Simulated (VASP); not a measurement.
Set up this calculation in VASP 6.6.1, as the native input.

```yaml
Task: single point
Functional: PBE
Potentials_or_basis: VASP PAW PBE potentials, release 64 (Cs_sv, I)
Cutoff: 500 eV
k_mesh: 4 × 4 × 4
Occupations: gaussian, width 0.01 eV
Spin: no spin polarisation
Dipole_correction: no
Further_INCAR_settings: ALGO = Normal; EDIFF = 1e-06; NBANDS = 15
```

The structure of CsI lies in POSCAR:

```
CsI
1.0
    4.6080832452      0.0000000000      0.0000000000
    0.0000000000      4.6080832452      0.0000000000
    0.0000000000      0.0000000000      4.6080832452
Cs I
1 1
Direct
    0.0000000000      0.0000000000      0.0000000000
    0.5000000000      0.5000000000      0.5000000000
```

One way to write it, as run:

INCAR

```
SYSTEM = CsI
PREC = Accurate
ENCUT = 500
EDIFF = 1E-6
ISMEAR = 0
SIGMA = 0.01
LREAL = .False.
LASPH = .True.
NELM = 120
ALGO = Normal
ISIF = 2
LWAVE = .False.
LCHARG = .False.
GGA = PE
NBANDS = 15
GGA_COMPAT = .False.
```

KPOINTS

```
Automatic mesh
0
Gamma
  4 4 4
  0 0 0
```

Potentials or basis: VASP PAW PBE potentials, release 64 (Cs_sv, I).

The run is started by

```sh
$ cat potpaw_PBE.64/Cs_sv/POTCAR potpaw_PBE.64/I/POTCAR > POTCAR
$ mpirun -np 1 vasp_std > vasp.out
```

It gave:

```
Pressure               : 0.5 GPa
Band gap on the k mesh : 3.79 eV, indirect (least direct gap 3.88 eV)
```

Caveat: spin-orbit coupling is left out, which moves the levels of the heavy elements.

It took 12 s on 1 thread of Intel(R) Xeon(R) Platinum 8259CL CPU @ 2.50GHz (Skylake/Cascade Lake), on a shared host, peak memory 0.2 GiB.
